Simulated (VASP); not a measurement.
Here is a VASP 6.6.1 calculation.

INCAR

```
  PREC = Accurate
  ENCUT = 500
  EDIFF = 1E-6
  ISMEAR = 0
  SIGMA = 0.2
  LREAL = F
  LASPH = T
  NELM = 200
  ALGO = Normal
  ISIF = 2
  LWAVE = F
  LCHARG = F
  GGA = PE
  NBANDS = 32
  GGA_COMPAT = F
  LMAXMIX = 6
```

File KPOINTS:

```
regular mesh
0
Gamma
  3 3 3
```

POSCAR

```
ErSc2Sb3
1.0
    6.5891224144      0.0000000000      0.0000000000
   -3.2945612072      5.7063473995      0.0000000000
    0.0000000000      0.0000000000      4.4349867230
Er Sc Sb
1 2 3
Direct
    0.0000000000      0.0000000000      0.0000000000
    0.3333333333      0.6666666667      0.5000000000
    0.6666666667      0.3333333333      0.5000000000
    0.5000000000      0.0000000000      0.0000000000
    0.0000000000      0.5000000000      0.0000000000
    0.5000000000      0.5000000000      0.0000000000
```

Potentials or basis: VASP PAW PBE potentials, release 64 (Er_3, Sc_sv, Sb), 4f in core.

The run is started by

```console
$ cat potpaw_PBE.64/Er_3/POTCAR potpaw_PBE.64/Sc_sv/POTCAR potpaw_PBE.64/Sb/POTCAR > POTCAR
$ mpirun -np 1 vasp_std > vasp.out
```

(1) Predict the pressure.

(2) Estimate the band gap on the k mesh.

Answers

(1) 0.3 GPa.

(2) zero (bands 23 and 24 overlap by 0.86 eV).

Caveat: the k points lie up to 0.47 Å⁻¹ apart, too coarse for converged energies and pressures of a metal; spin-orbit coupling is left out, which moves the levels of the heavy elements; the 4f electrons are frozen in the core, so they carry no moment and show no levels.
